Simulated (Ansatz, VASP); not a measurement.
Li2TiO2 in VASP and in Ansatz

```
CELL_PARAMETERS angstrom
-0.00006 3.88084 -0.00007
-1.46104 -1.94034 4.67029
5.84136 -0.00109 -0.00049
ATOMIC_POSITIONS crystal
Li 0.30495 0.60992 0.15248
Li 0.30496 0.60992 0.65248
Li 0.69505 0.39008 0.34752
Li 0.69504 0.39008 0.84752
Ti 0.00000 0.00000 0.49999
Ti 0.00000 0.00000 0.00000
O 0.85519 0.71035 0.17756
O 0.85518 0.71035 0.67756
O 0.14481 0.28964 0.32245
O 0.14482 0.28965 0.82245
```

Change from the starting cell: cell x2, atoms moved at random (sigma 0.1 Å) and cell strained at random (1.5 %), then relaxed without symmetry.

Alike in both runs: functional PBE; k mesh 6 × 6 × 4; occupations gaussian, width 0.2 eV; no spin polarisation.

Ansatz relaxed the structure, and its values are those at the end. VASP's run is a single point on that final structure, the one shown.

|  | VASP | Ansatz |
| --- | --- | --- |
| version | VASP 6.6.1 | Ansatz 0.2.0 |
| potentials or method | VASP PAW PBE potentials, release 64 (Li_sv, Ti_sv, O), cutoff 520 eV | scalar-relativistic, plane waves, PAW |
| valence electrons in the cell | 60 | 60 |

|  | VASP | Ansatz | Ansatz less VASP |
| --- | --- | --- | --- |
| gap on the k mesh at the Fermi level (eV) | none | none | - |
| rms of the force components (eV/Å) | 0.018 | 0.000 | -0.0181 |

A gap of «none» marks a metal or a gap that the smearing closes.

Noted on VASP's run: the cutoff is under 1.25 times that of the potentials, so the pressure is a little rough.
